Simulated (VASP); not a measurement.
# Ge (I4_1/amd) in VASP: notebook

The runs below take Ge through single point, with revPBE+D3(BJ), PBE, PBEsol.

Program: VASP 6.6.1. These are calculated values, not measurements. Logs are shortened: lines on timing, memory, paths and dates and some standing lists are left out, and cuts for length are marked.

### 1 The cell of the first run

It takes space group I4_1/amd (No. 141, tetragonal). Conventional cell: a = 5.122 Å, b = 5.122 Å, c = 2.774 Å, α = 90.00°, β = 90.00°, γ = 90.00°. Ge (site symmetry -4m2) has 10 Ge at 2.65 to 3.30 Å within 3.5 Å.

### 2 Single point, revPBE+D3(BJ)

Input file INCAR:

```
SYSTEM = Ge
ALGO     = Normal         ! electronic algorithm
EDIFF    = 1E-6           ! SCF threshold, eV
ENCUT    = 520            ! plane-wave cutoff, eV
GGA      = RE             ! functional
ISIF     = 2              ! what is computed and relaxed
ISMEAR   = -1             ! smearing method
IVDW     = 12             ! dispersion correction
LASPH    = .TRUE.         ! aspherical terms in the spheres
LCHARG   = .TRUE.         ! write CHGCAR
LELF     = .TRUE.         ! ELF
LREAL    = .FALSE.        ! projectors in reciprocal space
LVHAR    = .TRUE.       
LWAVE    = .FALSE.        ! write WAVECAR
NBANDS   = 21             ! bands
NELM     = 60             ! most SCF steps
PREC     = Accurate       ! precision mode
SIGMA    = 0.05           ! smearing width, eV
```

Input file KPOINTS:

```
k-points
0
G
  11 11 11
  0 0 0
```

Input file POSCAR:

```
Ge
1.0
   -2.5608381510      2.5608381510      1.3867813703
    2.5608381510     -2.5608381510      1.3867813703
    2.5608381510      2.5608381510     -1.3867813703
Ge
2
Direct
    0.5000000000      0.5000000000      0.0000000000
    0.2500000000      0.7500000000      0.5000000000
```

Potentials or basis: VASP PAW PBE potentials, release 64 (Ge_d).

Launch:

```sh
$ cat potpaw_PBE.64/Ge_d/POTCAR > POTCAR
$ mpirun -np 1 vasp_std > vasp.out
```

OUTCAR:

```text
SYSTEM = Ge
   EDIFF = 1E-6
   ENCUT = 520
   GGA = RE
   ISIF = 2
   ISMEAR = -1
   IVDW = 12
   LASPH = .TRUE.
   LREAL = .FALSE.
   NELM = 60
   PREC = Accurate
 IVDW          = 12

 ion  position               nearest neighbor table
   1  0.500  0.500  0.000-   2 2.65   2 2.65   2 2.65   2 2.65
   2  0.250  0.750  0.500-   1 2.65   1 2.65   1 2.65   1 2.65

  LATTYP: Found a body centered tetragonal cell.
 ALAT       =     5.1216763020
 C/A-ratio  =     0.5415341730

  Lattice vectors:

 A1 = (  -2.5608381510,   2.5608381510,   1.3867813703)
 A2 = (   2.5608381510,  -2.5608381510,   1.3867813703)
 A3 = (   2.5608381510,   2.5608381510,  -1.3867813703)

Analysis of symmetry for initial positions (statically):
=====================================================================
 Subroutine PRICEL returns:
 Original cell was already a primitive cell.

 Routine SETGRP: Setting up the symmetry group for a
 body centered tetragonal supercell.

 Subroutine GETGRP returns: Found 16 space group operations
 (whereof  8 operations were pure point group operations)
 out of a pool of 16 trial point group operations.

The static configuration has the point symmetry D_2d.
 The point group associated with its full space group is D_4h.

Analysis of symmetry for dynamics (positions and initial velocities):
=====================================================================
 Subroutine PRICEL returns:
 Original cell was already a primitive cell.

 Routine SETGRP: Setting up the symmetry group for a
 body centered tetragonal supercell.

 Subroutine GETGRP returns: Found 16 space group operations
 (whereof  8 operations were pure point group operations)
 out of a pool of 16 trial point group operations.

The dynamic configuration has the point symmetry D_2d.
 The point group associated with its full space group is D_4h.

 Subroutine INISYM returns: Found 16 space group operations
 (whereof  8 operations are pure point group operations),
 and found     1 'primitive' translations

----------------------------------------------------------------------------------------

                                     Primitive cell

  volume of cell :      36.3775

  direct lattice vectors                    reciprocal lattice vectors
    -2.560838151  2.560838151  1.386781370     0.000000000  0.195248575  0.360547099
     2.560838151 -2.560838151  1.386781370     0.195248575  0.000000000  0.360547099
     2.560838151  2.560838151 -1.386781370     0.195248575  0.195248575  0.000000000

  length of vectors
     3.878008076  3.878008076  3.878008076     0.410019776  0.410019776  0.276123183

  position of ions in fractional coordinates (direct lattice)
     0.500000000  0.500000000  0.000000000
     0.250000000  0.750000000  0.500000000

  ion indices of the primitive-cell ions
   primitive index   ion index
                 1           1
                 2           2

----------------------------------------------------------------------------------------

 KPOINTS: k-points

Automatic generation of k-mesh.
 Grid dimensions read from file:
 generate k-points for:   11   11   11

 Generating k-lattice:

  Cartesian coordinates                     Fractional coordinates (reciprocal lattice)
     0.000000000  0.017749870  0.032777009     0.090909091  0.000000000  0.000000000
     0.017749870  0.000000000  0.032777009     0.000000000  0.090909091  0.000000000
     0.017749870  0.017749870  0.000000000     0.000000000  0.000000000  0.090909091

  Length of vectors
     0.037274525  0.037274525  0.025102108

  Shift w.r.t. Gamma in fractional coordinates (k-lattice)
     0.000000000  0.000000000  0.000000000

 Subroutine IBZKPT returns following result:
 ===========================================

 Found    126 irreducible k-points:

 Following reciprocal coordinates:
            Coordinates               Weight
  0.000000  0.000000  0.000000      1.000000
  0.090909  0.000000 -0.000000      8.000000
  0.181818  0.000000 -0.000000      8.000000
  0.272727  0.000000  0.000000      8.000000
  0.363636  0.000000 -0.000000      8.000000
  0.454545  0.000000  0.000000      8.000000
[... 16 lines left out ...]
 -0.272727  0.181818 -0.000000     16.000000
 -0.181818  0.181818  0.000000      4.000000
 [... further k-points ...]
   k-points           NKPTS =    126   k-points in BZ     NKDIM =    126   number of bands    NBANDS=     21
   number of dos      NEDOS =    301   number of ions     NIONS =      2
   total plane-waves  NPLWV =  27000
   dimension x,y,z NGX =    30 NGY =   30 NGZ =   30
   dimension x,y,z NGXF=    60 NGYF=   60 NGZF=   60
   ions per type =               2
   NGX,Y,Z   is equivalent  to a cutoff of  12.86, 12.86, 12.86 a.u.
   NGXF,Y,Z  is equivalent  to a cutoff of  25.72, 25.72, 25.72 a.u.
 SYSTEM =  Ge
   PREC   = accura    normal or accurate (medium, high low for compatibility)
   ISTART =      0    job   : 0-new  1-cont  2-samecut
   ICHARG =      2    charge: 1-file 2-atom 10-const
   ISPIN  =      1    spin polarized calculation?
   LNONCOLLINEAR =      F non collinear calculations
   LSORBIT =      F    spin-orbit coupling
   LASPH  =      T    aspherical Exc in radial PAW
   ENCUT  =  520.0 eV  38.22 Ry    6.18 a.u.   7.21  7.21  7.21*2*pi/ulx,y,z
   NELM   =     60;   NELMIN=  2; NELMDL= -5     # of ELM steps
   EDIFF  = 0.1E-05   stopping-criterion for ELM
   LREAL  =      F    real-space projection
   EDIFFG = 0.1E-04   stopping-criterion for IOM
   NSW    =      0    number of steps for IOM
   IBRION =     -1    ionic relax: 0-MD 1-quasi-New 2-CG
   NFREE  =      0    steps in history (QN), initial steepest desc. (CG)
   ISIF   =      2    stress and relaxation
   ISYM   =      2    0-nonsym 1-usesym 2-fastsym
   POTIM  = 0.5000    time-step for ionic-motion
   TEBEG  =    0.0;   TEEND  =   0.0 temperature during run
   PSTRESS=    0.0 pullay stress
   NELECT =      28.0000    total number of electrons
   NUPDOWN=      -1.0000    fix difference up-down
   EMIN   =  10.00;   EMAX   =-10.00  energy-range for DOS
   EFERMI =   0.00;   METHOD = LEGACY
   ISMEAR =    -1;   SIGMA  =   0.05  broadening in eV -4-tet -1-fermi 0-gaus
   EFERMI_NEDOS =   21; number of points for ismear=-14 and -15
   IALGO  =     38    algorithm
   IMIX   =      4    mixing-type and parameters
     AMIX     =   0.40;   BMIX     =  1.00
     AMIX_MAG =   1.60;   BMIX_MAG =  1.00
  volume/ion in A,a.u.               =      18.19       122.74
  Fermi-wavevector in a.u.,A,eV,Ry     =   1.500318  2.835191 30.626105  2.250955
  Thomas-Fermi vector in A             =   2.611834
   LORBIT       =      0    0 simple, 1 ext, 2 COOP (PROOUT), +10 PAW based schemes
   GGA     = RE    functional components
   LHFCALC =     F    Hartree Fock is set to
   AEXX    =    0.0000 exact exchange contribution
   IVDW    =    12    specifies the selected vdW correction
   LEPSILON=     F    determine dielectric tensor
   LRPA    =     F    only Hartree local field effects (RPA)
 non-spin polarized calculation
  energy-cutoff  :      520.00
  volume of cell :       36.38
 maximum number of plane-waves:       989
 NGX is ok and might be reduce to    30
   NGX = 15   NGY = 15   NGZ = 15

 number of electron      28.0000016 magnetization

 Free energy of the ion-electron system (eV)
  ---------------------------------------------------
  ext. energy  EPLUGINS =         0.00000000
  ---------------------------------------------------
  free energy    TOTEN  =        -7.91164660 eV

  energy without entropy =       -7.90347679  energy(sigma->0) =       -7.90756169

 E-fermi :   7.1308     XC(G=0): -11.3352

 val. band max:        7.1122030773   @ k =   0.4545   0.2727   0.0909
 cond. band min:       7.1461327148   @ k =  -0.1818  -0.4545   0.0909
 fundamental gap:      0.0339296375
 Fermi energy:         7.1307682199

 k-point     1 :       0.0000    0.0000    0.0000
  band No.  band energies     occupation
      1     -17.7281      2.00000
      2     -17.6847      2.00000
      3     -17.6516      2.00000
      4     -17.6504      2.00000
      5     -17.5386      2.00000
      6     -17.5386      2.00000
[... 13 lines left out ...]
     20      18.6798      0.00000
     21      19.6712      0.00000

 k-point     2 :       0.0909    0.0000   -0.0000
  band No.  band energies     occupation
      1     -17.7247      2.00000
      2     -17.6730      2.00000
      3     -17.6459      2.00000
      4     -17.6374      2.00000
      5     -17.5478      2.00000
      6     -17.5463      2.00000
[... 13 lines left out ...]
     20      18.5919      0.00000
     21      19.2620      0.00000

 k-point     3 :       0.1818    0.0000   -0.0000
  band No.  band energies     occupation
      1     -17.7146      2.00000
      2     -17.6442      2.00000
      3     -17.6340      2.00000
      4     -17.6065      2.00000
      5     -17.5664      2.00000
      6     -17.5527      2.00000
[... 13 lines left out ...]
     20      16.9816      0.00000
     21      17.8332      0.00000

 k-point     4 :       0.2727    0.0000    0.0000
  band No.  band energies     occupation
      1     -17.7008      2.00000
      2     -17.6207      2.00000
      3     -17.6195      2.00000
      4     -17.5955      2.00000
      5     -17.5845      2.00000
      6     -17.5534      2.00000
[... 13 lines left out ...]
     20      15.6911      0.00000
     21      18.1373      0.00000

 k-point     5 :       0.3636    0.0000   -0.0000
  band No.  band energies     occupation
      1     -17.6895      2.00000
      2     -17.6224      2.00000
      3     -17.6164      2.00000
      4     -17.6073      2.00000
      5     -17.5841      2.00000
      6     -17.5660      2.00000
[... 13 lines left out ...]
     20      15.9785      0.00000
     21      19.2483      0.00000
[... 382 lines left out ...]
     20      17.6297      0.00000
     21      18.2229      0.00000

 k-point    22 :      -0.3636    0.1818    0.0000
  band No.  band energies     occupation
      1     -17.6869      2.00000
      2     -17.6514      2.00000
      3     -17.6312      2.00000
      4     -17.6074      2.00000
      5     -17.5694      2.00000
      6     -17.5474      2.00000
[... 13 lines left out ...]
     20      17.8633      0.00000
     21      19.1039      0.00000

 k-point    23 :      -0.2727    0.1818   -0.0000
  band No.  band energies     occupation
      1     -17.6996      2.00000
      2     -17.6772      2.00000
      3     -17.6527      2.00000
      4     -17.6229      2.00000
      5     -17.5554      2.00000
      6     -17.5345      2.00000
[... 13 lines left out ...]
     20      19.6017      0.00000
     21      20.2502      0.00000

 k-point    24 :      -0.1818    0.1818    0.0000
  band No.  band energies     occupation
      1     -17.7100      2.00000
      2     -17.6875      2.00000
      3     -17.6611      2.00000
      4     -17.6341      2.00000
      5     -17.5469      2.00000
      6     -17.5305      2.00000
[... 13 lines left out ...]
     20      19.4030      0.00000
     21      19.8658      0.00000

 [... further k-points ...]

------------------------ aborting loop because EDIFF is reached ----------------------------------------

 Edisp (eV)   -1.39875

 E8    (eV) :    -0.9873

  FORCE on cell =-STRESS in cart. coord.  units (eV):
  Direction    XX          YY          ZZ          XY          YZ          ZX
  --------------------------------------------------------------------------------------
  -------------------------------------------------------------------------------------
  Total      -0.04667    -0.04667    -0.03382     0.00000    -0.00000     0.00000
  in kB      -2.05542    -2.05542    -1.48951     0.00000    -0.00000     0.00000
  external pressure =       -1.87 kB  Pullay stress =        0.00 kB

 VOLUME and BASIS-vectors are now :
 -----------------------------------------------------------------------------
  energy-cutoff  :      520.00
  volume of cell :       36.38
      direct lattice vectors                 reciprocal lattice vectors
    -2.560838151  2.560838151  1.386781370     0.000000000  0.195248575  0.360547099
     2.560838151 -2.560838151  1.386781370     0.195248575  0.000000000  0.360547099
     2.560838151  2.560838151 -1.386781370     0.195248575  0.195248575  0.000000000

 POSITION                                       TOTAL-FORCE (eV/Angst)
 -----------------------------------------------------------------------------------
      0.00000      0.00000      1.38678         0.000000      0.000000     -0.000000
      2.56084      0.00000      0.69339        -0.000000     -0.000000      0.000000
 -----------------------------------------------------------------------------------
    total drift:                                0.000000     -0.000000      0.000000

  FREE ENERGIE OF THE ION-ELECTRON SYSTEM (eV)
  ---------------------------------------------------
  free  energy   TOTEN  =        -9.3103997264 eV

  energy  without entropy=       -9.3022299202  energy(sigma->0) =       -9.30631482
```

Wall time 2.2 min (1 thread of AMD EPYC 7R13, shared host); peak memory 0.2 GiB.

What came out:

```
Free energy                : -9.3104 eV
Pressure                   : -0.2 GPa
Band gap on the k mesh     : zero (bands 14 and 15 overlap by 4.83 eV)
Dispersion energy per atom : -0.699 eV
```

Caveat: the PAW data sets were made with another functional, which shifts forces and pressure a little.

### 3 Single point, PBE

This run uses another cell than the first one, of 18.52 Å³/atom.

Input file INCAR:

```
SYSTEM = Ge
PREC = Accurate ; ENCUT = 520
EDIFF = 1E-7 ; ISMEAR = 0
SIGMA = 0.028000000000000004 ; LREAL = .FALSE.
LASPH = .TRUE. ; NELM = 100
ALGO = Normal ; ISIF = 2
LWAVE = .FALSE. ; LCHARG = .TRUE.
GGA = PE ; LELF = .TRUE.
LVHAR = .TRUE. ; NBANDS = 21
```

Input file KPOINTS:

```
regular mesh
0
G
  11 11 11
  0 0 0
```

Input file POSCAR:

```
Ge
1.0
   -2.5744897190      2.5744897190      1.3974126432
    2.5744897190     -2.5744897190      1.3974126432
    2.5744897190      2.5744897190     -1.3974126432
Ge
2
Direct
    0.5000000000      0.5000000000      0.0000000000
    0.2500000000      0.7500000000      0.5000000000
```

Potentials or basis: VASP PAW PBE potentials, release 64 (Ge_d).

Launch:

```sh
$ cat potpaw_PBE.64/Ge_d/POTCAR > POTCAR
$ mpirun -np 1 vasp_std > vasp.out
```

It took 2.8 min on 1 thread of AMD EPYC 7R13, shared host; peak memory 0.19 GiB.

It converged, with:

```yaml
Free_energy: -8.5601 eV
Pressure: 3.2 GPa
Band_gap_on_the_k_mesh: zero (bands 14 and 15 overlap by 4.71 eV)
```

Stress tensor (GPa, compression positive):
```
3.11 0.00 0.00
0.00 3.11 0.00
0.00 0.00 3.49
```

Levels at points of the mesh, in eV from the Fermi level:
| k point | band 12 | band 13 | band 14 | band 15 | band 16 | band 17 |
| --- | --- | --- | --- | --- | --- | --- |
| (0.00, 0.00, 0.00) | -4.11 | -2.39 | -2.39 | 3.24 | 7.56 | 7.56 |

Caveat: the cell stands under pressure.

### 4 Single point, PBE

This run uses another cell than the first one, of 18.52 Å³/atom.

Input file INCAR:

```
ALGO = Normal ; EDIFF = 1E-6
ENCUT = 520 ; GGA = PE
ISIF = 2 ; ISMEAR = 0
LASPH = T ; LCHARG = T
LELF = T ; LREAL = F
LVHAR = T ; LWAVE = F
NBANDS = 21 ; NELM = 60
PREC = Accurate ; SIGMA = 0.024
```

Input file KPOINTS:

```
k-points
0
Gamma
  11 11 11
```

POSCAR is that of step 3.

Launch:

```sh
$ cat potpaw_PBE.64/Ge_d/POTCAR > POTCAR
$ mpirun -np 1 vasp_std > vasp.out
```

It took 2.7 min on 1 thread of AMD EPYC 7R13, shared host; peak memory 0.19 GiB.

Results (log left out):

```
Free energy            : -8.5600 eV
Pressure               : 3.1 GPa
Band gap on the k mesh : zero (bands 14 and 15 overlap by 4.71 eV)
```

Stress tensor (GPa, compression positive):
```
2.95 0.00 0.00
0.00 2.95 0.00
0.00 0.00 3.40
```

Levels at points of the mesh, in eV from the Fermi level:
```
           k point  band 11  band 12  band 13  band 14  band 15  band 16  band 17  band 18
(0.00, 0.00, 0.00)   -13.35    -4.11    -2.39    -2.39     3.24     7.56     7.56     8.11
```

Caveat: the cell stands under pressure.

### 5 Single point, PBEsol

This run uses another cell than the first one, of 18.52 Å³/atom.

Input file INCAR:

```
PREC = Accurate
ENCUT = 520
EDIFF = 1E-7
ISMEAR = 0
SIGMA = 0.02
LREAL = F
LASPH = T
NELM = 60
ALGO = Normal
ISIF = 2
LWAVE = F
LCHARG = F
GGA = PS
NBANDS = 21
```

Input file KPOINTS:

```
Automatic mesh
0
Gamma
  11 11 11
```

POSCAR is that of step 4.

Launch:

```sh
$ cat potpaw_PBE.64/Ge_d/POTCAR > POTCAR
$ mpirun -np 1 vasp_std > vasp.out
```

It took 2.8 min on 1 thread of AMD EPYC 7R13, shared host; peak memory 0.19 GiB.

Results (log left out):

| Property | Result |
| --- | --- |
| Free energy | -9.5364 eV |
| Pressure | -0.6 GPa |
| Band gap on the k mesh | zero (bands 14 and 15 overlap by 4.72 eV) |

Stress tensor (GPa, compression positive):
```
-0.70  0.00  0.00
 0.00 -0.70  0.00
 0.00  0.00 -0.31
```

Levels at points of the mesh, in eV from the Fermi level:
```
           k point  band 11  band 12  band 13  band 14  band 15  band 16  band 17  band 18
(0.00, 0.00, 0.00)   -13.36    -4.11    -2.38    -2.38     3.20     7.55     7.55     8.11
```

Caveat: the PAW data sets were made with another functional, which shifts forces and pressure a little.

### 6 The runs side by side

```csv
level,cell,smearing,gap on the mesh (eV),pressure (GPa)
revPBE+D3(BJ),"a = 3.878 Å, angles 97.3, 97.3, 138.1°, 2 atoms",fermi-dirac 0.05 eV,none,-0.2
PBE,"a = 3.900 Å, angles 97.4, 97.4, 138.0°, 2 atoms",gaussian 0.028 eV,none,3.2
PBE,"a = 3.900 Å, angles 97.4, 97.4, 138.0°, 2 atoms",gaussian 0.024 eV,none,3.1
PBEsol,"a = 3.900 Å, angles 97.4, 97.4, 138.0°, 2 atoms",gaussian 0.02 eV,none,-0.6
```

Alike in all rows: task single point; potentials or basis VASP PAW PBE potentials, release 64 (Ge_d); no spin polarisation; k mesh 11 × 11 × 11; cutoff (eV) 520.

Caveats: the PAW data sets were made with another functional, which shifts forces and pressure a little (at least some runs); the cell stands under pressure (at least some runs).

Total energies depend on the potentials used, so only differences within one code and one set of settings carry meaning.

The gap in the log of VASP goes by the Fermi energy; the results here count the filled bands.